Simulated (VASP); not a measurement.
# KBr (Fm-3m) in VASP: further runs

Aim: see how the results for KBr move with the level of theory and the settings. Levels: PBE, PBEsol, RPBE+D3(BJ). Tasks: single point.

All numbers are computed with VASP 6.6.1; they aren't measurements. Logs are shortened: lines on timing, memory, paths and dates and some standing lists are left out, and cuts for length are marked.

**1. The cell of the first run**

The structure is cubic, space group Fm-3m (No. 225). The conventional cell has a = 6.600 Å, b = 6.600 Å, c = 6.600 Å, α = 90.00°, β = 90.00°, γ = 90.00°. Within 4.3 Å of Br (site symmetry m-3m) lie 6 K at 3.30 Å. K (site symmetry m-3m) has 6 Br at 3.30 Å within 4.3 Å.

**2. Single point, PBE**

The input, INCAR:

```
PREC = Accurate
ENCUT = 520
EDIFF = 1E-6
ISMEAR = 0
SIGMA = 0.024
LREAL = F
LASPH = T
NELM = 100
ALGO = Normal
ISIF = 2
LWAVE = F
LCHARG = F
GGA = PE
NBANDS = 15
```

The input, KPOINTS:

```
regular mesh
0
Gamma
  7 7 7
```

The input, POSCAR:

```
KBr
1.0
    0.0000000000      3.3000000000      3.3000000000
    3.3000000000      0.0000000000      3.3000000000
    3.3000000000      3.3000000000      0.0000000000
Br K
1 1
Direct
    0.5000000000      0.5000000000      0.5000000000
    0.0000000000      0.0000000000      0.0000000000
```

Potentials or basis: VASP PAW PBE potentials, release 64 (Br, K_sv).

The run is started by

```sh
$ cat potpaw_PBE.64/Br/POTCAR potpaw_PBE.64/K_sv/POTCAR > POTCAR
$ mpirun -np 1 vasp_std > vasp.out
```

OUTCAR:

```text
PREC = Accurate
   ENCUT = 520
   EDIFF = 1E-6
   ISMEAR = 0
   LREAL = F
   LASPH = T
   NELM = 100
   ISIF = 2
   GGA = PE

 ion  position               nearest neighbor table
   1  0.500  0.500  0.500-   2 3.30   2 3.30   2 3.30   2 3.30   2 3.30   2 3.30
   2  0.000  0.000  0.000-   1 3.30   1 3.30   1 3.30   1 3.30   1 3.30   1 3.30

  LATTYP: Found a face centered cubic cell.
 ALAT       =     6.6000000000

  Lattice vectors:

 A1 = (   0.0000000000,   3.3000000000,   3.3000000000)
 A2 = (   3.3000000000,   0.0000000000,   3.3000000000)
 A3 = (   3.3000000000,   3.3000000000,   0.0000000000)

Analysis of symmetry for initial positions (statically):
=====================================================================
 Subroutine PRICEL returns:
 Original cell was already a primitive cell.

 Routine SETGRP: Setting up the symmetry group for a
 face centered cubic supercell.

 Subroutine GETGRP returns: Found 48 space group operations
 (whereof 48 operations were pure point group operations)
 out of a pool of 48 trial point group operations.

The static configuration has the point symmetry O_h .

Analysis of symmetry for dynamics (positions and initial velocities):
=====================================================================
 Subroutine PRICEL returns:
 Original cell was already a primitive cell.

 Routine SETGRP: Setting up the symmetry group for a
 face centered cubic supercell.

 Subroutine GETGRP returns: Found 48 space group operations
 (whereof 48 operations were pure point group operations)
 out of a pool of 48 trial point group operations.

The dynamic configuration has the point symmetry O_h .

 Subroutine INISYM returns: Found 48 space group operations
 (whereof 48 operations are pure point group operations),
 and found     1 'primitive' translations

----------------------------------------------------------------------------------------

                                     Primitive cell

  volume of cell :      71.8740

  direct lattice vectors                    reciprocal lattice vectors
     0.000000000  3.300000000  3.300000000    -0.151515152  0.151515152  0.151515152
     3.300000000  0.000000000  3.300000000     0.151515152 -0.151515152  0.151515152
     3.300000000  3.300000000  0.000000000     0.151515152  0.151515152 -0.151515152

  length of vectors
     4.666904756  4.666904756  4.666904756     0.262431941  0.262431941  0.262431941
[... 84 lines left out ...]
   POTIM  = 0.5000    time-step for ionic-motion
   TEBEG  =    0.0;   TEEND  =   0.0 temperature during run
   PSTRESS=    0.0 pullay stress
   NELECT =      16.0000    total number of electrons
   NUPDOWN=      -1.0000    fix difference up-down
   EMIN   =  10.00;   EMAX   =-10.00  energy-range for DOS
   EFERMI =   0.00;   METHOD = LEGACY
   ISMEAR =     0;   SIGMA  =   0.02  broadening in eV -4-tet -1-fermi 0-gaus
   EFERMI_NEDOS =   21; number of points for ismear=-14 and -15
   IALGO  =     38    algorithm
   IMIX   =      4    mixing-type and parameters
     AMIX     =   0.40;   BMIX     =  1.00
     AMIX_MAG =   1.60;   BMIX_MAG =  1.00
  volume/ion in A,a.u.               =      35.94       242.51
  Fermi-wavevector in a.u.,A,eV,Ry     =   0.992181  1.874950 13.393889  0.984423
  Thomas-Fermi vector in A             =   2.123975
   LORBIT       =      0    0 simple, 1 ext, 2 COOP (PROOUT), +10 PAW based schemes
   GGA     = PE    functional components
   LHFCALC =     F    Hartree Fock is set to
   AEXX    =    0.0000 exact exchange contribution
   IVDW    =     0    specifies the selected vdW correction
   LEPSILON=     F    determine dielectric tensor
   LRPA    =     F    only Hartree local field effects (RPA)
 non-spin polarized calculation
 Gauss-broadening in eV      SIGMA  =   0.02
  energy-cutoff  :      520.00
  volume of cell :       71.87
 maximum number of plane-waves:      1948
   NGX = 17   NGY = 17   NGZ = 17

 number of electron      15.9999997 magnetization

 Free energy of the ion-electron system (eV)
  ---------------------------------------------------
  ext. energy  EPLUGINS =         0.00000000
  ---------------------------------------------------
  free energy    TOTEN  =        -6.21508458 eV

  energy without entropy =       -6.21508458  energy(sigma->0) =       -6.21508458

 E-fermi :  -1.5293     XC(G=0):  -7.3706

 val. band max:       -1.7406308995   @ k =   0.0000   0.0000   0.0000
 cond. band min:       2.6932906658   @ k =   0.0000   0.0000   0.0000
 fundamental gap:      4.4339215653
 Fermi energy:        -1.5292852356

 k-point     1 :       0.0000    0.0000    0.0000
  band No.  band energies     occupation
      1     -29.5217      2.00000
      2     -14.0328      2.00000
      3     -12.9990      2.00000
      4     -12.9990      2.00000
      5     -12.9990      2.00000
      6      -1.7406      2.00000
      7      -1.7406      2.00000
      8      -1.7406      2.00000
      9       2.6933      0.00000
     10       5.8635      0.00000
     11       5.8635      0.00000
     12       5.8635      0.00000
     13       6.6868      0.00000
     14       6.6868      0.00000
[... 329 lines left out ...]
      2     -14.0469      2.00000
      3     -13.0657      2.00000
      4     -13.0420      2.00000
      5     -12.8976      2.00000
      6      -2.4147      2.00000
      7      -2.3662      2.00000
      8      -2.1588      2.00000
      9       5.3125      0.00000
     10       6.0447      0.00000
     11       6.5910      0.00000
     12       7.3080      0.00000
     13       8.7308      0.00000
     14       8.7450      0.00000
     15       9.5373      0.00000

------------------------ aborting loop because EDIFF is reached ----------------------------------------

  FORCE on cell =-STRESS in cart. coord.  units (eV):
  Direction    XX          YY          ZZ          XY          YZ          ZX
  --------------------------------------------------------------------------------------
  -------------------------------------------------------------------------------------
  Total        0.3387944      0.3387944      0.3387944     -0.0000000      0.0000000      0.0000000
  in kB        7.5522263      7.5522263      7.5522263     -0.0000000      0.0000000      0.0000000
  external PRESSURE =       7.5522263 kB  Pullay stress =       0.0000000 kB

 VOLUME and BASIS-vectors are now :
 -----------------------------------------------------------------------------
  energy-cutoff  :      520.00
  volume of cell :       71.87
      direct lattice vectors                 reciprocal lattice vectors
     0.000000000  3.300000000  3.300000000    -0.151515152  0.151515152  0.151515152
     3.300000000  0.000000000  3.300000000     0.151515152 -0.151515152  0.151515152
     3.300000000  3.300000000  0.000000000     0.151515152  0.151515152 -0.151515152

 POSITION                                       TOTAL-FORCE (eV/Angst)
 -----------------------------------------------------------------------------------
      3.30000      3.30000      3.30000         0.000000      0.000000      0.000000
      0.00000      0.00000      0.00000         0.000000      0.000000     -0.000000
 -----------------------------------------------------------------------------------
    total drift:                                0.000000      0.000000      0.000000

  FREE ENERGIE OF THE ION-ELECTRON SYSTEM (eV)
  ---------------------------------------------------
  free  energy   TOTEN  =        -6.2150845752 eV

  energy  without entropy=       -6.2150845752  energy(sigma->0) =       -6.21508458
```

OSZICAR:

```text
N       E                     dE             d eps       ncg     rms          rms(c)
DAV:   1     0.984912893499E+02    0.98491E+02   -0.69245E+03   600   0.935E+02
DAV:   2    -0.271056127171E+00   -0.98762E+02   -0.90561E+02   782   0.228E+02
DAV:   3    -0.616151280848E+01   -0.58905E+01   -0.58520E+01   826   0.493E+01
DAV:   4    -0.638555818468E+01   -0.22405E+00   -0.22401E+00   872   0.835E+00
DAV:   5    -0.638777338663E+01   -0.22152E-02   -0.22152E-02   840   0.907E-01    0.311E+00
DAV:   6    -0.621620533499E+01    0.17157E+00   -0.21604E-01   775   0.224E+00    0.227E+00
DAV:   7    -0.620506483345E+01    0.11141E-01   -0.10652E-01   817   0.176E+00    0.103E+00
DAV:   8    -0.621398096779E+01   -0.89161E-02   -0.11535E-02   630   0.789E-01    0.115E-01
DAV:   9    -0.621478236696E+01   -0.80140E-03   -0.82116E-04   845   0.176E-01    0.781E-02
DAV:  10    -0.621506466093E+01   -0.28229E-03   -0.28244E-04   614   0.963E-02    0.120E-02
DAV:  11    -0.621508270897E+01   -0.18048E-04   -0.28151E-05   815   0.301E-02    0.598E-03
DAV:  12    -0.621508448041E+01   -0.17714E-05   -0.41362E-06   613   0.132E-02    0.159E-03
DAV:  13    -0.621508457518E+01   -0.94762E-07   -0.12384E-07   664   0.203E-03
   1 F= -.62150846E+01 E0= -.62150846E+01  d E =-.248456E-37
```

It took 8.6 s on 1 thread of Intel Xeon 6975P-C (Granite Rapids), shared host; peak memory 0.21 GiB.

Results:

* Free energy: -6.2151 eV
* Pressure: 0.8 GPa
* Band gap on the k mesh: 4.43 eV, direct

Levels at points of the mesh, in eV from the valence-band top:
```
           k point  band 6  band 7  band 8  band 9  band 10  band 11
(0.00, 0.00, 0.00)    0.00    0.00    0.00    4.43     7.60     7.60
```

A k mesh can miss the band edges.

(Part 1 of 2 ends here.)
